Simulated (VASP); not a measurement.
# Te2Mo in VASP: further runs, part 2 of 2

VASP 6.6.1.

**3. Single point, r2SCAN (all Mo atoms moved +0.050 Å, as atom 3 along Cartesian [0 0 1])**

The input, POSCAR:

```
Te2Mo
1.0
    3.5602328140      0.0000000000      0.0000000000
   -1.7801164070      3.0832520603      0.0000000000
    0.0000000000      0.0000000000     17.5240578200
Te Mo
2 1
Direct
    0.3333333333      0.6666666667      0.8978554500
    0.3333333333      0.6666666667      0.1021445500
    0.0000000000      0.0000000000      0.0028532204
```

The input, INCAR.step1:

```
PREC     = Accurate       # precision mode
ENCUT    = 520            # plane-wave cutoff, eV
ISMEAR   = 0              # smearing method
SIGMA    = 0.05           # smearing width, eV
LREAL    = False          # projectors in reciprocal space
LASPH    = True           # aspherical terms in the spheres
NELM     = 80             # most SCF steps
NBANDS   = 20             # bands
GGA      = PE             # functional
ALGO     = Normal         # electronic algorithm
EDIFF    = 1E-4           # SCF threshold, eV
LWAVE    = True           # write WAVECAR
LCHARG   = False          # write CHGCAR
```

The input, INCAR.step2:

```
PREC     = Accurate       # precision mode
ENCUT    = 520            # plane-wave cutoff, eV
EDIFF    = 1E-6           # SCF threshold, eV
ISMEAR   = 0              # smearing method
SIGMA    = 0.05           # smearing width, eV
LREAL    = False          # projectors in reciprocal space
LASPH    = True           # aspherical terms in the spheres
NELM     = 80             # most SCF steps
ALGO     = Normal         # electronic algorithm
ISIF     = 2              # what is computed and relaxed
LWAVE    = False          # write WAVECAR
LCHARG   = False          # write CHGCAR
METAGGA  = R2SCAN         # meta-GGA
LMIXTAU  = True         
NBANDS   = 20             # bands
ISTART   = 1
```

The input, KPOINTS:

```
regular mesh
0
Gamma
  9 9 2
```

Potentials or basis: VASP PAW PBE potentials, release 64 (Te, Mo_sv).

Run with:

```console
cat potpaw_PBE.64/Te/POTCAR potpaw_PBE.64/Mo_sv/POTCAR > POTCAR
cp INCAR.step1 INCAR
mpirun -np 1 vasp_std > vasp.out
cp INCAR.step2 INCAR
mpirun -np 1 vasp_std > vasp.out
```

OUTCAR:

```text
PREC = Accurate
   ENCUT = 520
   EDIFF = 1E-6
   ISMEAR = 0
   LREAL = False
   LASPH = True
   NELM = 80
   ISIF = 2
   METAGGA = R2SCAN
   ISTART = 1

 ion  position               nearest neighbor table
   1  0.333  0.667  0.898-   3 2.76   3 2.76   3 2.76   2 3.58
   2  0.333  0.667  0.102-   3 2.69   3 2.69   3 2.69   1 3.58
   3  0.000  0.000  0.003-   2 2.69   2 2.69   2 2.69   1 2.76   1 2.76   1 2.76

  LATTYP: Found a hexagonal cell.
 ALAT       =     3.5602328140
 C/A-ratio  =     4.9221662558

  Lattice vectors:

 A1 = (   3.5602328140,   0.0000000000,   0.0000000000)
 A2 = (  -1.7801164070,   3.0832520603,   0.0000000000)
 A3 = (   0.0000000000,   0.0000000000,  17.5240578200)

Analysis of symmetry for initial positions (statically):
=====================================================================
 Subroutine PRICEL returns:
 Original cell was already a primitive cell.

 Routine SETGRP: Setting up the symmetry group for a
 hexagonal supercell.

 Subroutine GETGRP returns: Found  6 space group operations
 (whereof  6 operations were pure point group operations)
 out of a pool of 24 trial point group operations.

The static configuration has the point symmetry C_3v.

Analysis of symmetry for dynamics (positions and initial velocities):
=====================================================================
 Subroutine PRICEL returns:
 Original cell was already a primitive cell.

 Routine SETGRP: Setting up the symmetry group for a
 hexagonal supercell.

 Subroutine GETGRP returns: Found  6 space group operations
 (whereof  6 operations were pure point group operations)
 out of a pool of 24 trial point group operations.

The dynamic configuration has the point symmetry C_3v.

 Subroutine INISYM returns: Found  6 space group operations
 (whereof  6 operations are pure point group operations),
 and found     1 'primitive' translations

----------------------------------------------------------------------------------------

                                     Primitive cell

  volume of cell :     192.3633

  direct lattice vectors                    reciprocal lattice vectors
     3.560232814  0.000000000  0.000000000     0.280880508  0.162166437  0.000000000
    -1.780116407  3.083252060  0.000000000     0.000000000  0.324332873  0.000000000
     0.000000000  0.000000000 17.524057820     0.000000000  0.000000000  0.057064409

  length of vectors
     3.560232814  3.560232814 17.524057820     0.324332873  0.324332873  0.057064409

  position of ions in fractional coordinates (direct lattice)
     0.333333333  0.666666667  0.897855450
     0.333333333  0.666666667  0.102144550
     0.000000000  0.000000000  0.002853220

  ion indices of the primitive-cell ions
   primitive index   ion index
                 1           1
                 2           2
                 3           3

----------------------------------------------------------------------------------------

 KPOINTS: regular mesh

Automatic generation of k-mesh.
 Grid dimensions read from file:
 generate k-points for:    9    9    2

 Generating k-lattice:

  Cartesian coordinates                     Fractional coordinates (reciprocal lattice)
     0.031208945  0.018018493  0.000000000     0.111111111  0.000000000  0.000000000
     0.000000000  0.036036986  0.000000000     0.000000000  0.111111111  0.000000000
     0.000000000  0.000000000  0.028532204     0.000000000  0.000000000  0.500000000

  Length of vectors
     0.036036986  0.036036986  0.028532204

  Shift w.r.t. Gamma in fractional coordinates (k-lattice)
     0.000000000  0.000000000  0.000000000

 Subroutine IBZKPT returns following result:
 ===========================================

 Found     24 irreducible k-points:

 Following reciprocal coordinates:
            Coordinates               Weight
  0.000000  0.000000  0.000000      1.000000
  0.111111  0.000000  0.000000      6.000000
  0.222222  0.000000  0.000000      6.000000
  0.333333 -0.000000  0.000000      6.000000
  0.444444  0.000000  0.000000      6.000000
  0.111111  0.111111  0.000000      6.000000
[... 16 lines left out ...]
  0.333333  0.222222  0.500000     12.000000
  0.333333  0.333333  0.500000      2.000000
   k-points           NKPTS =     24   k-points in BZ     NKDIM =     24   number of bands    NBANDS=     20
   number of dos      NEDOS =    301   number of ions     NIONS =      3
   total plane-waves  NPLWV = 109760
   dimension x,y,z NGX =    28 NGY =   28 NGZ =  140
   dimension x,y,z NGXF=    56 NGYF=   56 NGZF=  280
   ions per type =               2   1
   NGX,Y,Z   is equivalent  to a cutoff of  13.07, 13.07, 13.28 a.u.
   NGXF,Y,Z  is equivalent  to a cutoff of  26.15, 26.15, 26.56 a.u.
 SYSTEM =  unknown system
   PREC   = accura    normal or accurate (medium, high low for compatibility)
   ISTART =      1    job   : 0-new  1-cont  2-samecut
   ICHARG =      0    charge: 1-file 2-atom 10-const
   ISPIN  =      1    spin polarized calculation?
   LNONCOLLINEAR =      F non collinear calculations
   LSORBIT =      F    spin-orbit coupling
   LASPH  =      T    aspherical Exc in radial PAW
   ENCUT  =  520.0 eV  38.22 Ry    6.18 a.u.   6.62  6.62 32.58*2*pi/ulx,y,z
   NELM   =     80;   NELMIN=  2; NELMDL=  0     # of ELM steps
   EDIFF  = 0.1E-05   stopping-criterion for ELM
   LREAL  =      F    real-space projection
   EDIFFG = 0.1E-04   stopping-criterion for IOM
   NSW    =      0    number of steps for IOM
   IBRION =     -1    ionic relax: 0-MD 1-quasi-New 2-CG
   NFREE  =      0    steps in history (QN), initial steepest desc. (CG)
   ISIF   =      2    stress and relaxation
   ISYM   =      2    0-nonsym 1-usesym 2-fastsym
   POTIM  = 0.5000    time-step for ionic-motion
   TEBEG  =    0.0;   TEEND  =   0.0 temperature during run
   PSTRESS=    0.0 pullay stress
   NELECT =      26.0000    total number of electrons
   NUPDOWN=      -1.0000    fix difference up-down
   EMIN   =  10.00;   EMAX   =-10.00  energy-range for DOS
   EFERMI =   0.00;   METHOD = LEGACY
   ISMEAR =     0;   SIGMA  =   0.05  broadening in eV -4-tet -1-fermi 0-gaus
   EFERMI_NEDOS =   21; number of points for ismear=-14 and -15
   IALGO  =     38    algorithm
   IMIX   =      4    mixing-type and parameters
     AMIX     =   0.40;   BMIX     =  1.00
     AMIX_MAG =   1.60;   BMIX_MAG =  1.00
  volume/ion in A,a.u.               =      64.12       432.71
  Fermi-wavevector in a.u.,A,eV,Ry     =   0.840153  1.587660  9.603777  0.705858
  Thomas-Fermi vector in A             =   1.954489
   LORBIT       =      0    0 simple, 1 ext, 2 COOP (PROOUT), +10 PAW based schemes
   METAGGA = R2SCAN    functional components
   LHFCALC =     F    Hartree Fock is set to
   AEXX    =    0.0000 exact exchange contribution
   IVDW    =     0    specifies the selected vdW correction
   LEPSILON=     F    determine dielectric tensor
   LRPA    =     F    only Hartree local field effects (RPA)
 non-spin polarized calculation
 Gauss-broadening in eV      SIGMA  =   0.05
  energy-cutoff  :      520.00
  volume of cell :      192.36
 maximum number of plane-waves:      5262
 NGX is ok and might be reduce to    28
   NGX = 13   NGY = 13   NGZ = 65

 number of electron      25.9999999 magnetization

 Free energy of the ion-electron system (eV)
  ---------------------------------------------------
  ext. energy  EPLUGINS =         0.00000000
  ---------------------------------------------------
  free energy    TOTEN  =       -77.74358060 eV

  energy without entropy =      -77.74358060  energy(sigma->0) =      -77.74358060

 E-fermi :   0.3270     XC(G=0):  -4.7711

 val. band max:       -0.0273960468   @ k =   0.3333   0.3333   0.5000
 cond. band min:       1.1011773250   @ k =   0.3333   0.3333   0.0000
 fundamental gap:      1.1285733718
 Fermi energy:         0.3270068964

 k-point     1 :       0.0000    0.0000    0.0000
  band No.  band energies     occupation
      1     -62.6542      2.00000
      2     -36.0749      2.00000
      3     -35.9853      2.00000
      4     -35.9853      2.00000
      5     -13.1238      2.00000
      6     -12.0645      2.00000
[... 12 lines left out ...]
     19       5.2758      0.00000
     20       5.9641      0.00000
[... 507 lines left out ...]
 k-point    24 :       0.3333    0.3333    0.5000
  band No.  band energies     occupation
      1     -62.6435      2.00000
      2     -36.0817      2.00000
      3     -36.0634      2.00000
      4     -36.0424      2.00000
      5     -10.7927      2.00000
      6     -10.4992      2.00000
[... 12 lines left out ...]
     19       5.5677      0.00000
     20       7.8878      0.00000

------------------------ aborting loop because EDIFF is reached ----------------------------------------

  FORCE on cell =-STRESS in cart. coord.  units (eV):
  Direction    XX          YY          ZZ          XY          YZ          ZX
  --------------------------------------------------------------------------------------
  -------------------------------------------------------------------------------------
  Total        0.1175310      0.1175310      0.1310954     -0.0000000      0.0000000      0.0000000
  in kB        0.9789062      0.9789062      1.0918822     -0.0000000      0.0000000      0.0000000
  external PRESSURE =       1.0165649 kB  Pullay stress =       0.0000000 kB

 VOLUME and BASIS-vectors are now :
 -----------------------------------------------------------------------------
  energy-cutoff  :      520.00
  volume of cell :      192.36
      direct lattice vectors                 reciprocal lattice vectors
     3.560232814  0.000000000  0.000000000     0.280880508  0.162166437  0.000000000
    -1.780116407  3.083252060  0.000000000     0.000000000  0.324332873  0.000000000
     0.000000000  0.000000000 17.524057820     0.000000000  0.000000000  0.057064409

 POSITION                                       TOTAL-FORCE (eV/Angst)
 -----------------------------------------------------------------------------------
     -0.00000      2.05550     15.73407        -0.000000     -0.000000      0.493524
     -0.00000      2.05550      1.78999         0.000000      0.000000      0.606460
      0.00000      0.00000      0.05000         0.000000      0.000000     -1.099985
 -----------------------------------------------------------------------------------
    total drift:                               -0.000000      0.000000      0.000482

  FREE ENERGIE OF THE ION-ELECTRON SYSTEM (eV)
  ---------------------------------------------------
  free  energy   TOTEN  =       -77.7435806045 eV

  energy  without entropy=      -77.7435806045  energy(sigma->0) =      -77.74358060
```

It took 15 min on 1 thread of Intel Xeon 8259CL, shared host; peak memory 0.41 GiB.

Results:

| Item | Value |
| --- | --- |
| Free energy | -77.7436 eV |
| Largest force | 1.100 eV/Å |
| Band gap on the k mesh | 1.13 eV |

Forces on the atoms (eV/Å):
```
Te   0.000  0.000  0.494
Te   0.000  0.000  0.606
Mo   0.000  0.000 -1.100
```

Levels at points of the mesh, in eV from the valence-band top:
| k point | band 9 | band 10 | band 11 | band 12 | band 13 | band 14 | band 15 | band 16 | band 17 | band 18 |
| --- | --- | --- | --- | --- | --- | --- | --- | --- | --- | --- |
| (0.00, 0.00, 0.00) | -1.84 | -1.77 | -0.99 | -0.99 | -0.36 | 3.14 | 3.14 | 3.55 | 3.55 | 4.76 |
| (0.00, 0.00, 0.50) | -1.84 | -1.77 | -0.99 | -0.99 | -0.36 | 3.14 | 3.14 | 3.55 | 3.55 | 4.91 |

Caveat: the cell differs from its parent crystal (all Mo atoms moved +0.050 Å, as atom 3 along Cartesian [0 0 1]); the PAW data sets were made with another functional, which shifts forces and pressure a little; spin-orbit coupling is left out, which moves the levels of the heavy elements.
